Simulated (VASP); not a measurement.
Set up this calculation in VASP 6.6.1, as the native input.

```yaml
Task: single point
Functional: PBE
Potentials_or_basis: VASP PAW PBE potentials, release 64 (Ta_pv, N)
Cutoff: 520 eV
k_mesh: 21 × 21 × 6
Occupations: gaussian, width 0.1 eV
Spin: no spin polarisation
Dipole_correction: no
Further_INCAR_settings: ALGO = Fast; EDIFF = 1e-06; NBANDS = 60
```

The structure of TaN lies in POSCAR:

```
TaN
1.0
    3.0641463886      0.0000000000      0.0000000000
   -1.5320731943      2.6536286135      0.0000000000
    0.0000000000      0.0000000000     15.9511554402
Ta N
6 6
Direct
    0.0000000000      0.0000000000      0.0000000000
    0.3333333333      0.6666666667      0.1728365591
    0.6666666667      0.3333333333      0.3271634409
    0.0000000000      0.0000000000      0.5000000000
    0.6666666667      0.3333333333      0.6728365591
    0.3333333333      0.6666666667      0.8271634409
    0.6666666667      0.3333333333      0.0843566208
    0.0000000000      0.0000000000      0.2500000000
    0.3333333333      0.6666666667      0.4156433792
    0.3333333333      0.6666666667      0.5843566208
    0.0000000000      0.0000000000      0.7500000000
    0.6666666667      0.3333333333      0.9156433792
```

One way to write it, as run:

INCAR

```
SYSTEM = TaN
PREC = Accurate ; ENCUT = 520
EDIFF = 1E-6 ; ISMEAR = 0
SIGMA = 0.1 ; LREAL = .False.
LASPH = .True. ; NELM = 60
ALGO = Fast ; ISIF = 2
LWAVE = .False. ; LCHARG = .False.
GGA = PE ; NBANDS = 60
```

KPOINTS

```
regular mesh
0
Gamma
  21 21 6
  0 0 0
```

Potentials or basis: VASP PAW PBE potentials, release 64 (Ta_pv, N).

Launch:

```console
$ cat potpaw_PBE.64/Ta_pv/POTCAR potpaw_PBE.64/N/POTCAR > POTCAR
$ mpirun -np 1 vasp_std > vasp.out
```

It gave:

- Pressure: 0.7 GPa
- Largest force: 0.080 eV/Å
- Band gap on the k mesh: zero (bands 48 and 49 overlap by 2.22 eV)

Caveat: spin-orbit coupling is left out, which moves the levels of the heavy elements.

Wall time 50 min on 1 thread of Oxide Virtual Turin-like Processor (shared host), peak memory 0.98 GiB.
